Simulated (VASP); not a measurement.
# GaSb (I-4m2) in VASP: notebook, part 2 of 2

VASP 6.6.1. The steps go on from the part before.

**5. Single point, PBE (uniaxial strain along c: +6.0 %, then relaxed in part)**

Input file INCAR:

```
SYSTEM = GaSb
ALGO = Normal ; EDIFF = 1E-6
ENCUT = 520 ; GGA = PE
ISIF = 2 ; ISMEAR = 0
LASPH = .TRUE. ; LCHARG = .FALSE.
LREAL = .FALSE. ; LWAVE = .FALSE.
NBANDS = 26 ; NELM = 60
PREC = Accurate ; SIGMA = 0.1
```

Input file KPOINTS:

```
k-points
0
G
  12 12 8
  0 0 0
```

Input file POSCAR:

```
GaSb
1.0
    3.0581679758      3.0581679758      0.0000000000
   -3.0581679758      3.0581679758      0.0000000000
    0.0000000000      0.0000000000      6.5884164829
Ga Sb
2 2
Direct
    0.0000000000      0.0000000000      0.0000000000
    0.5000000000      0.5000000000      0.5000000000
    0.5000000000      0.0000000000      0.2500000000
    0.0000000000      0.5000000000      0.7500000000
```

Potentials or basis: VASP PAW PBE potentials, release 64 (Ga_d, Sb).

Launch:

```bash
$ cat potpaw_PBE.64/Ga_d/POTCAR potpaw_PBE.64/Sb/POTCAR > POTCAR
$ mpirun -np 1 vasp_std > vasp.out
```

OUTCAR:

```text
SYSTEM = GaSb
   EDIFF = 1E-6
   ENCUT = 520
   GGA = PE
   ISIF = 2
   ISMEAR = 0
   LASPH = .TRUE.
   LREAL = .FALSE.
   NELM = 60
   PREC = Accurate

 ion  position               nearest neighbor table
   1  0.000  0.000  0.000-   3 2.72   4 2.72   4 2.72   3 2.72
   2  0.500  0.500  0.500-   3 2.72   4 2.72   3 2.72   4 2.72
   3  0.500  0.000  0.250-   1 2.72   2 2.72   2 2.72   1 2.72
   4  0.000  0.500  0.750-   1 2.72   2 2.72   1 2.72   2 2.72

  LATTYP: Found a simple tetragonal cell.
 ALAT       =     4.3249026274
 C/A-ratio  =     1.5233675878

  Lattice vectors:

 A1 = (   3.0581679758,   3.0581679758,   0.0000000000)
 A2 = (  -3.0581679758,   3.0581679758,   0.0000000000)
 A3 = (   0.0000000000,   0.0000000000,   6.5884164829)

Analysis of symmetry for initial positions (statically):
=====================================================================
 Subroutine PRICEL returns following result:

  LATTYP: Found a body centered tetragonal cell.
 ALAT       =     4.3249026274
 C/A-ratio  =     1.5233675878

  Lattice vectors:

 A1 = (   3.0581679758,   0.0000000000,  -3.2942082414)
 A2 = (  -3.0581679758,   0.0000000000,  -3.2942082415)
 A3 = (   0.0000000000,   3.0581679758,   3.2942082415)

   2 primitive cells build up your supercell.

 Routine SETGRP: Setting up the symmetry group for a
 simple tetragonal supercell.

 Subroutine GETGRP returns: Found  8 space group operations
 (whereof  8 operations were pure point group operations)
 out of a pool of 16 trial point group operations.

The static configuration has the point symmetry D_2d.

Analysis of symmetry for dynamics (positions and initial velocities):
=====================================================================
 Subroutine PRICEL returns following result:

  LATTYP: Found a body centered tetragonal cell.
[... 128 lines left out ...]
   PSTRESS=    0.0 pullay stress
   NELECT =      36.0000    total number of electrons
   NUPDOWN=      -1.0000    fix difference up-down
   EMIN   =  10.00;   EMAX   =-10.00  energy-range for DOS
   EFERMI =   0.00;   METHOD = LEGACY
   ISMEAR =     0;   SIGMA  =   0.10  broadening in eV -4-tet -1-fermi 0-gaus
   EFERMI_NEDOS =   21; number of points for ismear=-14 and -15
   IALGO  =     38    algorithm
   IMIX   =      4    mixing-type and parameters
     AMIX     =   0.40;   BMIX     =  1.00
     AMIX_MAG =   1.60;   BMIX_MAG =  1.00
  volume/ion in A,a.u.               =      30.81       207.91
  Fermi-wavevector in a.u.,A,eV,Ry     =   1.086253  2.052721 16.054142  1.179946
  Thomas-Fermi vector in A             =   2.222386
   LORBIT       =      0    0 simple, 1 ext, 2 COOP (PROOUT), +10 PAW based schemes
   GGA     = PE    functional components
   LHFCALC =     F    Hartree Fock is set to
   AEXX    =    0.0000 exact exchange contribution
   IVDW    =     0    specifies the selected vdW correction
   LEPSILON=     F    determine dielectric tensor
   LRPA    =     F    only Hartree local field effects (RPA)
 non-spin polarized calculation
 Gauss-broadening in eV      SIGMA  =   0.10
  energy-cutoff  :      520.00
  volume of cell :      123.23
 maximum number of plane-waves:      3368
   NGX = 17   NGY = 17   NGZ = 25

 number of electron      36.0000008 magnetization

 Free energy of the ion-electron system (eV)
  ---------------------------------------------------
  ext. energy  EPLUGINS =         0.00000000
  ---------------------------------------------------
  free energy    TOTEN  =       -14.67348093 eV

  energy without entropy =      -14.67290595  energy(sigma->0) =      -14.67319344

 E-fermi :   4.3118     XC(G=0):  -8.7784

 val. band max:        4.2944678968   @ k =   0.0000   0.0000   0.0000
 cond. band min:       4.3444177464   @ k =   0.5000   0.0000   0.5000
 fundamental gap:      0.0499498496
 Fermi energy:         4.3118126170

 k-point     1 :       0.0000    0.0000    0.0000
  band No.  band energies     occupation
      1     -10.7937      2.00000
      2     -10.7652      2.00000
      3     -10.7544      2.00000
      4     -10.7544      2.00000
      5     -10.7371      2.00000
      6     -10.7371      2.00000
[... 685 lines left out ...]
     25      11.2373      0.00000
     26      11.4337      0.00000

 [... further k-points ...]
[... 5 lines left out ...]
  --------------------------------------------------------------------------------------
  -------------------------------------------------------------------------------------
  Total        0.0478673      0.0478673     -2.5828644      0.0000000     -0.0000000      0.0000000
  in kB        0.6223223      0.6223223    -33.5798285      0.0000000     -0.0000000      0.0000000
  external PRESSURE =     -10.7783946 kB  Pullay stress =       0.0000000 kB

 VOLUME and BASIS-vectors are now :
 -----------------------------------------------------------------------------
  energy-cutoff  :      520.00
  volume of cell :      123.23
      direct lattice vectors                 reciprocal lattice vectors
     3.058167976  3.058167976  0.000000000     0.163496578  0.163496578  0.000000000
    -3.058167976  3.058167976  0.000000000    -0.163496578  0.163496578  0.000000000
     0.000000000  0.000000000  6.588416483     0.000000000  0.000000000  0.151781540

 POSITION                                       TOTAL-FORCE (eV/Angst)
 -----------------------------------------------------------------------------------
      0.00000      0.00000      0.00000        -0.000000      0.000000      0.000000
      0.00000      3.05817      3.29421        -0.000000     -0.000000     -0.000000
      1.52908      1.52908      1.64710         0.000000      0.000000      0.000000
     -1.52908      1.52908      4.94131         0.000000      0.000000      0.000000
 -----------------------------------------------------------------------------------
    total drift:                               -0.000000      0.000000     -0.000000

  FREE ENERGIE OF THE ION-ELECTRON SYSTEM (eV)
  ---------------------------------------------------
  free  energy   TOTEN  =       -14.6734809346 eV

  energy  without entropy=      -14.6729059525  energy(sigma->0) =      -14.67319344
```

OSZICAR:

```text
N       E                     dE             d eps       ncg     rms          rms(c)
DAV:   1     0.222203897698E+03    0.22220E+03   -0.16416E+04  7396   0.169E+03
DAV:   2     0.998192890611E+01   -0.21222E+03   -0.20563E+03  8210   0.389E+02
DAV:   3    -0.140283056193E+02   -0.24010E+02   -0.23706E+02  9080   0.113E+02
DAV:   4    -0.147422745164E+02   -0.71397E+00   -0.71205E+00  8146   0.203E+01
DAV:   5    -0.147624701430E+02   -0.20196E-01   -0.20190E-01  9910   0.329E+00    0.411E+00
DAV:   6    -0.146893260328E+02    0.73144E-01   -0.14486E-01 10096   0.462E+00    0.239E+00
DAV:   7    -0.146706863565E+02    0.18640E-01   -0.78684E-02  8312   0.184E+00    0.441E-01
DAV:   8    -0.146725045386E+02   -0.18182E-02   -0.12977E-02  8034   0.119E+00    0.907E-02
DAV:   9    -0.146732212148E+02   -0.71668E-03   -0.13908E-03  8116   0.320E-01    0.364E-02
DAV:  10    -0.146734468580E+02   -0.22564E-03   -0.26889E-04  8198   0.115E-01    0.107E-02
DAV:  11    -0.146734785213E+02   -0.31663E-04   -0.53079E-05  9148   0.356E-02    0.568E-03
DAV:  12    -0.146734809820E+02   -0.24607E-05   -0.49165E-06  7364   0.134E-02    0.861E-04
DAV:  13    -0.146734809346E+02    0.47367E-07   -0.21788E-07  4548   0.409E-03
   1 F= -.14673481E+02 E0= -.14673193E+02  d E =-.574982E-03
```

It took 2.3 min on 1 thread of Intel Xeon 6975P-C (Granite Rapids), shared host; peak memory 0.5 GiB.

What came out:

| Quantity | Value |
| --- | --- |
| Free energy | -14.6735 eV |
| Pressure | -1.1 GPa |
| Band gap on the k mesh | zero (filled and empty bands touch) |

Levels at points of the mesh, in eV from the Fermi level:
| k point | band 15 | band 16 | band 17 | band 18 | band 19 | band 20 | band 21 | band 22 |
| --- | --- | --- | --- | --- | --- | --- | --- | --- |
| (0.00, 0.00, 0.00) | -2.20 | -0.68 | -0.46 | -0.02 | -0.02 | 1.17 | 1.51 | 2.58 |
| (0.50, 0.00, 0.00) | -3.24 | -3.24 | -0.97 | -0.97 | 1.94 | 1.94 | 4.11 | 4.11 |
| (0.50, 0.50, 0.00) | -2.64 | -2.64 | -2.58 | -2.58 | 0.64 | 0.64 | 1.09 | 1.09 |
| (0.00, 0.00, 0.50) | -1.43 | -1.43 | -1.43 | -1.43 | 1.50 | 1.50 | 2.40 | 2.40 |
| (0.50, 0.00, 0.50) | -1.47 | -1.47 | -0.92 | -0.92 | 0.03 | 0.03 | 3.48 | 3.48 |
| (0.50, 0.50, 0.50) | -3.20 | -3.20 | -2.96 | -2.96 | 2.75 | 2.75 | 3.57 | 3.57 |

Caveat: the cell differs from its parent crystal (uniaxial strain along c: +6.0 %, then relaxed in part); semilocal functionals underestimate gaps, so a narrow gap can read as zero; spin-orbit coupling is left out, which moves the levels of the heavy elements.

**6. The runs side by side**

| cell | k mesh | gap on the mesh (eV) | pressure (GPa) |
| --- | --- | --- | --- |
| a = 4.483, b = 4.483, c = 6.104 Å, 4 atoms | 10 × 10 × 8 | 0.19 | -0.9 |
| a = 4.483, b = 4.483, c = 6.141 Å, 4 atoms | 10 × 10 × 8 | 0.16 | -1.1 |
| a = 4.571, b = 4.571, c = 5.994 Å, 4 atoms | 10 × 10 × 8 | 0.19 | -1.7 |
| a = 4.325, b = 4.325, c = 6.588 Å, 4 atoms | 12 × 12 × 8 | none | -1.1 |

Alike in all rows: task single point; level PBE; potentials or basis VASP PAW PBE potentials, release 64 (Ga_d, Sb); no spin polarisation; cutoff (eV) 520; smearing gaussian 0.1 eV.

Caveats: spin-orbit coupling is left out, which moves the levels of the heavy elements; semilocal functionals underestimate gaps, so a narrow gap can read as zero (at least some runs).

Absolute energies hang on the potentials; compare differences alone.
